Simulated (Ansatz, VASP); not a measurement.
Two plane-wave programs on Si

```xyz
8
Lattice="6.8802 0.0000 0.0000 0.0000 6.8802 0.0000 0.0000 0.0000 5.2961" Properties=species:S:1:pos:R:3 pbc="T T T"
Si    3.4401    0.0000    4.1872
Si    0.0000    3.4401    4.1872
Si    1.6960    0.0000    2.6481
Si    5.1842    0.0000    2.6481
Si    0.0000    1.6960    2.6481
Si    0.0000    5.1842    2.6481
Si    3.4401    0.0000    1.1089
Si    0.0000    3.4401    1.1089
```

Alike in both runs: task relaxation of cell and atoms; functional PBE; k mesh 6 × 6 × 8; occupations gaussian, width 0.1 eV; no spin polarisation.

|  | VASP | Ansatz |
| --- | --- | --- |
| version | VASP 6.6.1 | Ansatz 0.2.0 |
| potentials or method | VASP PAW PBE potentials, release 64 (Si), cutoff 600 eV | scalar-relativistic, plane waves, PAW |
| valence electrons in the cell | 32 | 32 |

|  | VASP | Ansatz | Ansatz less VASP |
| --- | --- | --- | --- |
| gap on the k mesh at the Fermi level, each at its own relaxed structure (eV) | none | none | - |
| relaxed volume (Å³/atom) | 31.44 | 31.46 | +0.026 |
| relaxed cell length with the largest relative difference (Å) | 6.894 | 6.897 | +0.0026 |

A gap of «none» marks a metal or a gap that the smearing closes.
